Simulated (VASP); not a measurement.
# MgS (Fm-3m) in VASP: further runs

Runs on MgS. Level: r2SCAN. Tasks: single point.

All numbers are computed with VASP 6.6.1; they aren't measurements. Logs are shortened: lines on timing, memory, paths and dates and some standing lists are left out, and cuts for length are marked.

## Step 1: The cell of the first run

The structure is cubic, space group Fm-3m (No. 225). Conventional cell: a = 5.074 Å, b = 5.074 Å, c = 5.074 Å, α = 90.00°, β = 90.00°, γ = 90.00°. Mg (site symmetry m-3m) has 6 S at 2.54 Å within 3.3 Å. S (site symmetry m-3m) has 6 Mg at 2.54 Å within 3.3 Å.

## Step 2: Single point, r2SCAN

Input file POSCAR:

```
MgS
1.0
    0.0000000000      2.5372448395      2.5372448395
    2.5372448395      0.0000000000      2.5372448395
    2.5372448395      2.5372448395      0.0000000000
Mg S
1 1
Direct
    0.0000000000      0.0000000000      0.0000000000
    0.5000000000      0.5000000000      0.5000000000
```

Input file INCAR.step1:

```
PREC = Accurate
ENCUT = 520
ISMEAR = 0
SIGMA = 0.01
LREAL = False
LASPH = True
NELM = 60
NBANDS = 11
GGA = PE
ALGO = Normal
EDIFF = 1E-4
LWAVE = True
LCHARG = False
```

Input file INCAR.step2:

```
PREC = Accurate
ENCUT = 520
EDIFF = 1E-6
ISMEAR = 0
SIGMA = 0.01
LREAL = False
LASPH = True
NELM = 60
ALGO = Normal
ISIF = 2
LWAVE = False
LCHARG = False
METAGGA = R2SCAN
LMIXTAU = True
NBANDS = 11
ISTART = 1
```

Input file KPOINTS:

```
Automatic mesh
0
Gamma
  8 8 8
```

Potentials or basis: VASP PAW PBE potentials, release 64 (Mg, S).

Launch:

```bash
$ cat potpaw_PBE.64/Mg/POTCAR potpaw_PBE.64/S/POTCAR > POTCAR
$ cp INCAR.step1 INCAR
$ mpirun -np 1 vasp_std > vasp.out
$ cp INCAR.step2 INCAR
$ mpirun -np 1 vasp_std > vasp.out
```

OUTCAR:

```text
PREC = Accurate
   ENCUT = 520
   EDIFF = 1E-6
   ISMEAR = 0
   LREAL = False
   LASPH = True
   NELM = 60
   ISIF = 2
   METAGGA = R2SCAN
   ISTART = 1

 ion  position               nearest neighbor table
   1  0.000  0.000  0.000-   2 2.54   2 2.54   2 2.54   2 2.54   2 2.54   2 2.54
   2  0.500  0.500  0.500-   1 2.54   1 2.54   1 2.54   1 2.54   1 2.54   1 2.54

  LATTYP: Found a face centered cubic cell.
 ALAT       =     5.0744896790

  Lattice vectors:

 A1 = (   0.0000000000,   2.5372448395,   2.5372448395)
 A2 = (   2.5372448395,   0.0000000000,   2.5372448395)
 A3 = (   2.5372448395,   2.5372448395,   0.0000000000)

Analysis of symmetry for initial positions (statically):
=====================================================================
 Subroutine PRICEL returns:
 Original cell was already a primitive cell.

 Routine SETGRP: Setting up the symmetry group for a
 face centered cubic supercell.

 Subroutine GETGRP returns: Found 48 space group operations
 (whereof 48 operations were pure point group operations)
 out of a pool of 48 trial point group operations.

The static configuration has the point symmetry O_h .

Analysis of symmetry for dynamics (positions and initial velocities):
=====================================================================
 Subroutine PRICEL returns:
 Original cell was already a primitive cell.

 Routine SETGRP: Setting up the symmetry group for a
 face centered cubic supercell.

 Subroutine GETGRP returns: Found 48 space group operations
 (whereof 48 operations were pure point group operations)
 out of a pool of 48 trial point group operations.

The dynamic configuration has the point symmetry O_h .

 Subroutine INISYM returns: Found 48 space group operations
 (whereof 48 operations are pure point group operations),
 and found     1 'primitive' translations

----------------------------------------------------------------------------------------

                                     Primitive cell

  volume of cell :      32.6676

  direct lattice vectors                    reciprocal lattice vectors
     0.000000000  2.537244840  2.537244840    -0.197064151  0.197064151  0.197064151
     2.537244840  0.000000000  2.537244840     0.197064151 -0.197064151  0.197064151
     2.537244840  2.537244840  0.000000000     0.197064151  0.197064151 -0.197064151

  length of vectors
     3.588206063  3.588206063  3.588206063     0.341325122  0.341325122  0.341325122

  position of ions in fractional coordinates (direct lattice)
     0.000000000  0.000000000  0.000000000
     0.500000000  0.500000000  0.500000000

  ion indices of the primitive-cell ions
   primitive index   ion index
                 1           1
                 2           2

----------------------------------------------------------------------------------------

 KPOINTS: Automatic mesh

Automatic generation of k-mesh.
 Grid dimensions read from file:
 generate k-points for:    8    8    8

 Generating k-lattice:

  Cartesian coordinates                     Fractional coordinates (reciprocal lattice)
    -0.024633019  0.024633019  0.024633019     0.125000000  0.000000000  0.000000000
     0.024633019 -0.024633019  0.024633019     0.000000000  0.125000000  0.000000000
     0.024633019  0.024633019 -0.024633019     0.000000000  0.000000000  0.125000000

  Length of vectors
     0.042665640  0.042665640  0.042665640

  Shift w.r.t. Gamma in fractional coordinates (k-lattice)
     0.000000000  0.000000000  0.000000000

 Subroutine IBZKPT returns following result:
 ===========================================

 Found     29 irreducible k-points:

 Following reciprocal coordinates:
            Coordinates               Weight
  0.000000  0.000000  0.000000      1.000000
  0.125000  0.000000  0.000000      8.000000
  0.250000  0.000000  0.000000      8.000000
  0.375000  0.000000  0.000000      8.000000
  0.500000  0.000000  0.000000      4.000000
  0.125000  0.125000  0.000000      6.000000
[... 16 lines left out ...]
  0.500000  0.250000  0.125000     48.000000
 -0.375000  0.250000  0.125000     24.000000
 [... further k-points ...]
   k-points           NKPTS =     29   k-points in BZ     NKDIM =     29   number of bands    NBANDS=     11
   number of dos      NEDOS =    301   number of ions     NIONS =      2
   total plane-waves  NPLWV =  21952
   dimension x,y,z NGX =    28 NGY =   28 NGZ =   28
   dimension x,y,z NGXF=    56 NGYF=   56 NGZF=   56
   ions per type =               1   1
   NGX,Y,Z   is equivalent  to a cutoff of  12.97, 12.97, 12.97 a.u.
   NGXF,Y,Z  is equivalent  to a cutoff of  25.95, 25.95, 25.95 a.u.
 SYSTEM =  unknown system
   PREC   = accura    normal or accurate (medium, high low for compatibility)
   ISTART =      1    job   : 0-new  1-cont  2-samecut
   ICHARG =      0    charge: 1-file 2-atom 10-const
   ISPIN  =      1    spin polarized calculation?
   LNONCOLLINEAR =      F non collinear calculations
   LSORBIT =      F    spin-orbit coupling
   LASPH  =      T    aspherical Exc in radial PAW
   ENCUT  =  520.0 eV  38.22 Ry    6.18 a.u.   6.67  6.67  6.67*2*pi/ulx,y,z
   NELM   =     60;   NELMIN=  2; NELMDL=  0     # of ELM steps
   EDIFF  = 0.1E-05   stopping-criterion for ELM
   LREAL  =      F    real-space projection
   EDIFFG = 0.1E-04   stopping-criterion for IOM
   NSW    =      0    number of steps for IOM
   IBRION =     -1    ionic relax: 0-MD 1-quasi-New 2-CG
   NFREE  =      0    steps in history (QN), initial steepest desc. (CG)
   ISIF   =      2    stress and relaxation
   ISYM   =      2    0-nonsym 1-usesym 2-fastsym
   POTIM  = 0.5000    time-step for ionic-motion
   TEBEG  =    0.0;   TEEND  =   0.0 temperature during run
   PSTRESS=    0.0 pullay stress
   NELECT =       8.0000    total number of electrons
   NUPDOWN=      -1.0000    fix difference up-down
   EMIN   =  10.00;   EMAX   =-10.00  energy-range for DOS
   EFERMI =   0.00;   METHOD = LEGACY
   ISMEAR =     0;   SIGMA  =   0.01  broadening in eV -4-tet -1-fermi 0-gaus
   EFERMI_NEDOS =   21; number of points for ismear=-14 and -15
   IALGO  =     38    algorithm
   IMIX   =      4    mixing-type and parameters
     AMIX     =   0.40;   BMIX     =  1.00
     AMIX_MAG =   1.60;   BMIX_MAG =  1.00
  volume/ion in A,a.u.               =      16.33       110.23
  Fermi-wavevector in a.u.,A,eV,Ry     =   1.024234  1.935521 14.273259  1.049055
  Thomas-Fermi vector in A             =   2.158010
   LORBIT       =      0    0 simple, 1 ext, 2 COOP (PROOUT), +10 PAW based schemes
   METAGGA = R2SCAN    functional components
   LHFCALC =     F    Hartree Fock is set to
   AEXX    =    0.0000 exact exchange contribution
   IVDW    =     0    specifies the selected vdW correction
   LEPSILON=     F    determine dielectric tensor
   LRPA    =     F    only Hartree local field effects (RPA)
 non-spin polarized calculation
 Gauss-broadening in eV      SIGMA  =   0.01
  energy-cutoff  :      520.00
  volume of cell :       32.67
 maximum number of plane-waves:       894
   NGX = 13   NGY = 13   NGZ = 13

 number of electron       8.0000000 magnetization

 Free energy of the ion-electron system (eV)
  ---------------------------------------------------
  ext. energy  EPLUGINS =         0.00000000
  ---------------------------------------------------
  free energy    TOTEN  =       -15.46578974 eV

  energy without entropy =      -15.46578974  energy(sigma->0) =      -15.46578974

 E-fermi :   4.3207     XC(G=0): -10.4276

 val. band max:        4.1913512570   @ k =   0.0000   0.0000   0.0000
 cond. band min:       7.7840907567   @ k =   0.5000   0.5000   0.0000
 fundamental gap:      3.5927394997
 Fermi energy:         4.3206540945

 k-point     1 :       0.0000    0.0000    0.0000
  band No.  band energies     occupation
      1      -9.4555      2.00000
      2       4.1914      2.00000
      3       4.1914      2.00000
      4       4.1914      2.00000
      5       9.4706      0.00000
      6      12.6568      0.00000
      7      12.6568      0.00000
      8      12.6568      0.00000
      9      15.2121      0.00000
     10      15.2121      0.00000
     11      17.9370      0.00000

 k-point     2 :       0.1250    0.0000    0.0000
  band No.  band energies     occupation
      1      -9.2812      2.00000
      2       3.1193      2.00000
      3       4.0679      2.00000
      4       4.0679      2.00000
      5      10.1732      0.00000
      6      12.4804      0.00000
      7      12.9560      0.00000
      8      12.9560      0.00000
      9      14.6733      0.00000
     10      14.6733      0.00000
     11      18.5504      0.00000

 k-point     3 :       0.2500    0.0000    0.0000
  band No.  band energies     occupation
      1      -8.8061      2.00000
      2       1.1893      2.00000
      3       3.8000      2.00000
      4       3.8000      2.00000
      5      10.1553      0.00000
      6      12.6873      0.00000
      7      12.6873      0.00000
      8      13.8270      0.00000
      9      15.2961      0.00000
     10      15.2961      0.00000
     11      17.7173      0.00000

 k-point     4 :       0.3750    0.0000    0.0000
  band No.  band energies     occupation
      1      -8.2170      2.00000
      2      -0.4456      2.00000
      3       3.5654      2.00000
      4       3.5654      2.00000
      5       9.6938      0.00000
      6      12.0269      0.00000
      7      12.0269      0.00000
      8      15.8770      0.00000
      9      17.2158      0.00000
     10      17.4288      0.00000
     11      17.4288      0.00000
[... 239 lines left out ...]
 k-point    22 :       0.3750    0.2500    0.1250
  band No.  band energies     occupation
      1      -8.4307      2.00000
      2       0.8983      2.00000
      3       2.5367      2.00000
      4       3.4007      2.00000
      5      11.0242      0.00000
      6      11.2127      0.00000
      7      12.2994      0.00000
      8      14.5131      0.00000
      9      15.1957      0.00000
     10      18.3565      0.00000
     11      20.8891      0.00000

 k-point    23 :       0.5000    0.2500    0.1250
  band No.  band energies     occupation
      1      -7.9284      2.00000
      2      -0.0827      2.00000
      3       1.9422      2.00000
      4       3.0482      2.00000
      5      10.6556      0.00000
      6      11.3959      0.00000
      7      12.8661      0.00000
      8      14.3204      0.00000
      9      17.0809      0.00000
     10      20.0243      0.00000
     11      20.8177      0.00000

 k-point    24 :      -0.3750    0.2500    0.1250
  band No.  band energies     occupation
      1      -7.6840      2.00000
      2      -0.5493      2.00000
      3       1.7869      2.00000
      4       2.8706      2.00000
      5      10.5791      0.00000
      6      11.1192      0.00000
      7      13.5323      0.00000
      8      14.7806      0.00000
      9      17.6503      0.00000
     10      19.3120      0.00000
     11      21.1684      0.00000

 [... further k-points ...]
[... 5 lines left out ...]
  --------------------------------------------------------------------------------------
  -------------------------------------------------------------------------------------
  Total        1.3158908      1.3158908      1.3158908     -0.0000000      0.0000000      0.0000000
  in kB       64.5376747     64.5376747     64.5376747     -0.0000000      0.0000000      0.0000000
  external PRESSURE =      64.5376747 kB  Pullay stress =       0.0000000 kB

 VOLUME and BASIS-vectors are now :
 -----------------------------------------------------------------------------
  energy-cutoff  :      520.00
  volume of cell :       32.67
      direct lattice vectors                 reciprocal lattice vectors
     0.000000000  2.537244840  2.537244840    -0.197064151  0.197064151  0.197064151
     2.537244840  0.000000000  2.537244840     0.197064151 -0.197064151  0.197064151
     2.537244840  2.537244840  0.000000000     0.197064151  0.197064151 -0.197064151

 POSITION                                       TOTAL-FORCE (eV/Angst)
 -----------------------------------------------------------------------------------
      0.00000      0.00000      0.00000         0.000000      0.000000     -0.000000
      2.53724      2.53724      2.53724        -0.000000     -0.000000      0.000000
 -----------------------------------------------------------------------------------
    total drift:                                0.000000      0.000000      0.000000

  FREE ENERGIE OF THE ION-ELECTRON SYSTEM (eV)
  ---------------------------------------------------
  free  energy   TOTEN  =       -15.4657897377 eV

  energy  without entropy=      -15.4657897377  energy(sigma->0) =      -15.46578974
```

It took 67 s on 1 thread of AMD EPYC 7R43 (Zen 3), shared host; peak memory 0.13 GiB.

Results:

* Free energy: -15.4658 eV
* Pressure: 6.5 GPa
* Band gap on the k mesh: 3.59 eV, indirect (least direct gap 5.28 eV)

Caveat: the PAW data sets were made with another functional, which shifts forces and pressure a little.

## Step 3: Single point, r2SCAN

This run uses another cell than the first one, of 16.82 Å³/atom, 1.030 times its volume.

Input file POSCAR:

```
MgS
1.0
    0.0000000000      2.5621183323      2.5621183323
    2.5621183323      0.0000000000      2.5621183323
    2.5621183323      2.5621183323      0.0000000000
Mg S
1 1
Direct
    0.0000000000      0.0000000000      0.0000000000
    0.5000000000      0.5000000000      0.5000000000
```

Input file INCAR.step1:

```
ALGO = Normal ; EDIFF = 1E-4
ENCUT = 520 ; GGA = PE
ISMEAR = 0 ; LASPH = True
LCHARG = False ; LREAL = False
LWAVE = True ; NBANDS = 11
NELM = 100 ; PREC = Accurate
SIGMA = 0.01
```

Input file INCAR.step2:

```
ALGO = Normal ; EDIFF = 1E-7
ENCUT = 520 ; ISIF = 2
ISMEAR = 0 ; ISTART = 1
LASPH = True ; LCHARG = False
LMIXTAU = True ; LREAL = False
LWAVE = False ; METAGGA = R2SCAN
NBANDS = 11 ; NELM = 100
PREC = Accurate ; SIGMA = 0.01
```

Input file KPOINTS:

```
k-points
0
Gamma
  8 8 8
```

Potentials or basis: VASP PAW PBE potentials, release 64 (Mg, S).

Launch:

```bash
$ cat potpaw_PBE.64/Mg/POTCAR potpaw_PBE.64/S/POTCAR > POTCAR
$ cp INCAR.step1 INCAR
$ mpirun -np 1 vasp_std > vasp.out
$ cp INCAR.step2 INCAR
$ mpirun -np 1 vasp_std > vasp.out
```

Run time: 79 s. Hardware: 1 thread of AMD EPYC 7R43 (Zen 3), shared host; peak memory 0.13 GiB.

It converged, with:

| Item | Value |
| --- | --- |
| Free energy | -15.4960 eV |
| Pressure | 3.5 GPa |
| Band gap on the k mesh | 3.53 eV, indirect (least direct gap 5.01 eV) |

Levels at points of the mesh, in eV from the valence-band top:
```
           k point  band 1  band 2  band 3  band 4  band 5  band 6  band 7  band 8
(0.00, 0.00, 0.00)  -13.46    0.00    0.00    0.00    5.01    8.49    8.49    8.49
(0.50, 0.00, 0.00)  -12.01   -5.13   -0.68   -0.68    5.28    7.55    7.55   11.76
(0.50, 0.50, 0.00)  -11.58   -4.52   -1.84   -1.84    3.53    4.78   13.62   13.63
```

Caveat: the PAW data sets were made with another functional, which shifts forces and pressure a little.

## Step 4: Single point, r2SCAN

This run uses another cell than the first one, of 17.39 Å³/atom, 1.065 times its volume.

Input file POSCAR:

```
MgS
1.0
    0.0000000000      2.5909486793      2.5909486793
    2.5909486793      0.0000000000      2.5909486793
    2.5909486793      2.5909486793      0.0000000000
Mg S
1 1
Direct
    0.0000000000      0.0000000000      0.0000000000
    0.5000000000      0.5000000000      0.5000000000
```

Input file INCAR.step1:

```
  PREC = Accurate
  ENCUT = 520
  ISMEAR = 0
  SIGMA = 0.01
  LREAL = False
  LASPH = True
  NELM = 60
  NBANDS = 11
  GGA = PE
  ALGO = Normal
  EDIFF = 1E-4
  LWAVE = True
  LCHARG = False
```

Input file INCAR.step2:

```
  PREC = Accurate
  ENCUT = 520
  EDIFF = 1E-6
  ISMEAR = 0
  SIGMA = 0.01
  LREAL = False
  LASPH = True
  NELM = 60
  ALGO = Normal
  ISIF = 2
  LWAVE = False
  LCHARG = False
  METAGGA = R2SCAN
  LMIXTAU = True
  NBANDS = 11
  ISTART = 1
```

Input file KPOINTS:

```
Automatic mesh
0
Gamma
  8 8 8
```

Launch:

```bash
$ cat potpaw_PBE.64/Mg/POTCAR potpaw_PBE.64/S/POTCAR > POTCAR
$ cp INCAR.step1 INCAR
$ mpirun -np 1 vasp_std > vasp.out
$ cp INCAR.step2 INCAR
$ mpirun -np 1 vasp_std > vasp.out
```

It took 1.7 min on 1 thread of AMD EPYC 7R43 (Zen 3), shared host; peak memory 0.13 GiB.

Results (log left out):

```
Free energy            : -15.5104 eV
Pressure               : 0.5 GPa
Band gap on the k mesh : 3.46 eV, indirect (least direct gap 4.72 eV)
```

Levels at points of the mesh, in eV from the valence-band top:
```tsv
k point	band 1	band 2	band 3	band 4	band 5	band 6	band 7	band 8	band 9
(0.00, 0.00, 0.00)	-13.26	0.00	0.00	0.00	4.72	8.52	8.52	8.52	10.96
(0.50, 0.00, 0.00)	-11.89	-4.94	-0.63	-0.63	5.24	7.52	7.52	11.38	13.31
(0.50, 0.50, 0.00)	-11.50	-4.34	-1.76	-1.76	3.46	4.89	13.27	13.52	14.67
```

Caveat: the PAW data sets were made with another functional, which shifts forces and pressure a little. r2SCAN opens gaps a little over a GGA but as a rule still falls short of measured ones.

## Step 5: Single point, r2SCAN

This run uses another cell than the first one, of 17.19 Å³/atom, 1.052 times its volume.

Input file POSCAR:

```
MgS
1.0
    0.0000000000      2.5808600575      2.5808600575
    2.5808600575      0.0000000000      2.5808600575
    2.5808600575      2.5808600575      0.0000000000
Mg S
1 1
Direct
    0.0000000000      0.0000000000      0.0000000000
    0.5000000000      0.5000000000      0.5000000000
```

Input file INCAR.step1:

```
SYSTEM = MgS
ALGO = Normal ; EDIFF = 1E-4
ENCUT = 520 ; GGA = PE
ISMEAR = 0 ; LASPH = .True.
LCHARG = .False. ; LREAL = .False.
LWAVE = .True. ; NBANDS = 11
NELM = 100 ; PREC = Accurate
SIGMA = 0.01
```

Input file INCAR.step2:

```
SYSTEM = MgS
ALGO = Normal ; EDIFF = 1E-7
ENCUT = 520 ; ISIF = 2
ISMEAR = 0 ; ISTART = 1
LASPH = .True. ; LCHARG = .True.
LELF = .True. ; LMIXTAU = .True.
LREAL = .False. ; LVHAR = .True.
LWAVE = .False. ; METAGGA = R2SCAN
NBANDS = 11 ; NELM = 100
PREC = Accurate ; SIGMA = 0.01
```

Input file KPOINTS:

```
k-points
0
Gamma
  8 8 8
  0 0 0
```

Launch:

```bash
$ cat potpaw_PBE.64/Mg/POTCAR potpaw_PBE.64/S/POTCAR > POTCAR
$ cp INCAR.step1 INCAR
$ mpirun -np 1 vasp_std > vasp.out
$ cp INCAR.step2 INCAR
$ mpirun -np 1 vasp_std > vasp.out
```

Wall time 84 s (1 thread of AMD EPYC 7R43 (Zen 3), shared host); peak memory 0.13 GiB.

The run converged. Its results:

```
Free energy            : -15.5077 eV
Pressure               : 1.5 GPa
Band gap on the k mesh : 3.49 eV, indirect (least direct gap 4.82 eV)
```

Levels at points of the mesh, in eV from the valence-band top:
```tsv
k point	band 1	band 2	band 3	band 4	band 5	band 6	band 7	band 8
(0.00, 0.00, 0.00)	-13.33	0.00	0.00	0.00	4.82	8.51	8.51	8.51
(0.50, 0.00, 0.00)	-11.93	-5.01	-0.65	-0.65	5.25	7.53	7.53	11.51
(0.50, 0.50, 0.00)	-11.53	-4.40	-1.78	-1.78	3.49	4.85	13.40	13.56
```

Caveat: the PAW data sets were made with another functional, which shifts forces and pressure a little.

(Part 1 of 2 ends here.)
